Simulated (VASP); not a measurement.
Input of a VASP 6.6.1 run:

File INCAR:

```
ALGO = Normal
EDIFF = 1E-6
ENCUT = 520
GGA = PE
ISIF = 2
ISMEAR = 0
LASPH = T
LCHARG = T
LELF = T
LREAL = F
LVHAR = T
LWAVE = F
NBANDS = 11
NELM = 100
PREC = Accurate
SIGMA = 0.05
```

The input KPOINTS:

```
k-points
0
Gamma
  4 4 4
```

The input POSCAR:

```
SiC
1.0
    0.0000000000      2.1060175116      2.3166192627
    2.1060175116      0.0000000000      2.3166192627
    2.1060175116      2.1060175116      0.0000000000
Si C
1 1
Direct
    0.0000000000      0.0000000000      0.0000000000
    0.7500000000      0.7500000000      0.7500000000
```

Potentials or basis: VASP PAW PBE potentials, release 64 (Si, C).

Command:

```console
$ cat potpaw_PBE.64/Si/POTCAR potpaw_PBE.64/C/POTCAR > POTCAR
$ mpirun -np 1 vasp_std > vasp.out
```

Problem. Predict the band gap on the k mesh.

Solution. 0.79 eV, indirect (least direct gap 4.43 eV).

Problem. Predict the pressure.

Solution. 4.6 GPa.

Stress tensor (GPa, compression positive):
```
 14.38   0.00   0.00
  0.00  14.38   0.00
  0.00   0.00 -15.08
```

Caveat: the k points lie up to 0.63 Å⁻¹ apart. A k mesh can miss the band edges.
